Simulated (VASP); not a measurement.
Runs of VASP 6.6.1 on BaO. The structure is that of space group Fm-3m (No. 225), or close to it. The cells are those of the table. 

```tsv
level	cell	k mesh	cutoff (eV)	gap on the mesh (eV)	pressure (GPa)
r2SCAN	a = 3.972 Å, angles 60.0°, 2 atoms	8 × 8 × 8	1480	2.44	-1.3
PBE	a = 3.941 Å, angles 60.0°, 2 atoms	6 × 6 × 6	1340	2.04	(c)
PBE	a = 3.921 Å, angles 60.0°, 2 atoms	6 × 6 × 6	1340	(a)	2.7
r2SCAN	a = 3.920, b = 3.960, c = 3.960 Å, angles 59.3, 60.3, 60.3°, 2 atoms	8 × 8 × 8	1480	(b)	0.1
r2SCAN	a = 3.867 Å, angles 60.0°, 2 atoms	8 × 8 × 8	1480	2.17	5.3
```

Alike in all rows: task single point; potentials or basis VASP PAW PBE potentials, release 64 (Ba_sv, O_h); no spin polarisation; smearing gaussian 0.05 eV.

Task: Estimate the missing entries.

Result: (a) 1.99; (b) 2.32; (c) 1.5.

Caveats: spin-orbit coupling is left out, which moves the levels of the heavy elements; the PAW data sets were made with another functional, which shifts forces and pressure a little (at least some runs); the cell stands under pressure (at least some runs).

A k mesh can miss the band edges, and the runs leave out spin-orbit coupling on Ba.
